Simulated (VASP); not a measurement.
# NiO (Fm-3m) in VASP: further runs, part 2 of 2

VASP 6.6.1. Earlier steps stand in the parts before.

### 3 Single point, PBE, collinear spin, ferromagnetic start (volume scaled by 1.04)

File INCAR:

```
SYSTEM = NiO
PREC     = Accurate       ! precision mode
ENCUT    = 520            ! plane-wave cutoff, eV
EDIFF    = 1E-6           ! SCF threshold, eV
ISMEAR   = -1             ! smearing method
SIGMA    = 0.05           ! smearing width, eV
LREAL    = .FALSE.        ! projectors in reciprocal space
LASPH    = .TRUE.         ! aspherical terms in the spheres
NELM     = 150            ! most SCF steps
ALGO     = Normal         ! electronic algorithm
ISIF     = 2              ! what is computed and relaxed
LWAVE    = .FALSE.        ! write WAVECAR
LCHARG   = .FALSE.        ! write CHGCAR
ISPIN    = 2              ! spin polarisation
MAGMOM   = 2 0            ! initial moments
LORBIT   = 11             ! projections on sites
LMAXMIX  = 4              ! l up to which the mixer works
GGA      = PE             ! functional
NBANDS   = 19             ! bands
```

File KPOINTS:

```
Automatic mesh
0
G
  11 11 11
  0 0 0
```

File POSCAR:

```
NiO
1.0
    0.0000000000      2.1188298964      2.1188298964
    2.1188298964      0.0000000000      2.1188298964
    2.1188298964      2.1188298964      0.0000000000
Ni O
1 1
Direct
    0.0000000000      0.0000000000      0.0000000000
    0.5000000000      0.5000000000      0.5000000000
```

Potentials or basis: VASP PAW PBE potentials, release 64 (Ni, O).

Command:

```bash
$ cat potpaw_PBE.64/Ni/POTCAR potpaw_PBE.64/O/POTCAR > POTCAR
$ mpirun -np 1 vasp_std > vasp.out
```

OUTCAR:

```text
SYSTEM = NiO
   PREC = Accurate
   ENCUT = 520
   EDIFF = 1E-6
   ISMEAR = -1
   LREAL = .FALSE.
   LASPH = .TRUE.
   NELM = 150
   ISIF = 2
   ISPIN = 2
   LORBIT = 11
   GGA = PE

 ion  position               nearest neighbor table
   1  0.000  0.000  0.000-   2 2.12   2 2.12   2 2.12   2 2.12   2 2.12   2 2.12
   2  0.500  0.500  0.500-   1 2.12   1 2.12   1 2.12   1 2.12   1 2.12   1 2.12

  LATTYP: Found a face centered cubic cell.
 ALAT       =     4.2376597928

  Lattice vectors:

 A1 = (   0.0000000000,   2.1188298964,   2.1188298964)
 A2 = (   2.1188298964,   0.0000000000,   2.1188298964)
 A3 = (   2.1188298964,   2.1188298964,   0.0000000000)
[... 1268 lines left out ...]

 VOLUME and BASIS-vectors are now :
 -----------------------------------------------------------------------------
  energy-cutoff  :      520.00
  volume of cell :       19.02
      direct lattice vectors                 reciprocal lattice vectors
     0.000000000  2.118829896  2.118829896    -0.235979302  0.235979302  0.235979302
     2.118829896  0.000000000  2.118829896     0.235979302 -0.235979302  0.235979302
     2.118829896  2.118829896  0.000000000     0.235979302  0.235979302 -0.235979302

 POSITION                                       TOTAL-FORCE (eV/Angst)
 -----------------------------------------------------------------------------------
      0.00000      0.00000      0.00000         0.000000      0.000000      0.000000
      2.11883      2.11883      2.11883         0.000000      0.000000      0.000000
 -----------------------------------------------------------------------------------
    total drift:                                0.000000     -0.000000     -0.000000

  FREE ENERGIE OF THE ION-ELECTRON SYSTEM (eV)
  ---------------------------------------------------
  free  energy   TOTEN  =       -11.4806310832 eV

  energy  without entropy=      -11.4718492645  energy(sigma->0) =      -11.47624017

 total charge

# of ion       s       p       d       tot
------------------------------------------
    1        0.319   0.373   8.214   8.906
    2        1.556   3.404   0.000   4.960
--------------------------------------------------
tot          1.875   3.777   8.214  13.865

 magnetization (x)

# of ion       s       p       d       tot
------------------------------------------
    1        0.011   0.014   1.459   1.484
    2        0.027   0.253   0.000   0.280
--------------------------------------------------
tot          0.038   0.267   1.459   1.764
```

OSZICAR:

```text
N       E                     dE             d eps       ncg     rms          rms(c)
DAV:   1     0.879123909830E+02    0.87912E+02   -0.73244E+03  4499   0.107E+03
DAV:   2    -0.825166961692E+01   -0.96164E+02   -0.83299E+02  4420   0.237E+02
DAV:   3    -0.138561556135E+02   -0.56045E+01   -0.53464E+01  4910   0.581E+01
DAV:   4    -0.139090014451E+02   -0.52846E-01   -0.52784E-01  4768   0.549E+00
DAV:   5    -0.139098414275E+02   -0.83998E-03   -0.83992E-03  4833   0.686E-01    0.145E+01
DAV:   6    -0.130110357154E+02    0.89881E+00   -0.15014E+01  5594   0.624E+01    0.200E+01
DAV:   7    -0.115070182884E+02    0.15040E+01   -0.56944E+00  5425   0.512E+01    0.601E+00
DAV:   8    -0.114825332511E+02    0.24485E-01   -0.25111E-01  5301   0.745E+00    0.398E+00
DAV:   9    -0.114802027891E+02    0.23305E-02   -0.43531E-02  6231   0.400E+00    0.140E+00
DAV:  10    -0.114802785054E+02   -0.75716E-04   -0.10486E-02  6048   0.124E+00    0.467E-01
DAV:  11    -0.114807320912E+02   -0.45359E-03   -0.76300E-04  5565   0.519E-01    0.226E-01
DAV:  12    -0.114805894737E+02    0.14262E-03   -0.11097E-03  5843   0.828E-01    0.758E-02
DAV:  13    -0.114806343884E+02   -0.44915E-04   -0.17121E-04  4777   0.143E-01    0.568E-02
DAV:  14    -0.114806262545E+02    0.81339E-05   -0.29252E-05  5791   0.751E-02    0.201E-02
DAV:  15    -0.114806305518E+02   -0.42972E-05   -0.46350E-06  5276   0.250E-02    0.118E-02
DAV:  16    -0.114806310832E+02   -0.53142E-06   -0.14449E-06  3519   0.341E-02
   1 F= -.11480631E+02 E0= -.11476240E+02  d E =-.878182E-02  mag=     1.8108
```

Run time: 31 s. Hardware: 1 thread of Intel Xeon Platinum 8559C (Emerald Rapids), shared host; peak memory 0.16 GiB.

What came out:

```
Free energy                                           : -11.4806 eV
Pressure                                              : -2.9 GPa
Net moment                                            : 1.81 μB per cell
Site moments                                          : Ni +1.48; O +0.28 μB
Valence electrons inside the program's atomic spheres : Ni 8.91; O 4.96
```

Caveat: a cell with one magnetic atom can't hold antiferromagnetic order, which such compounds often take.
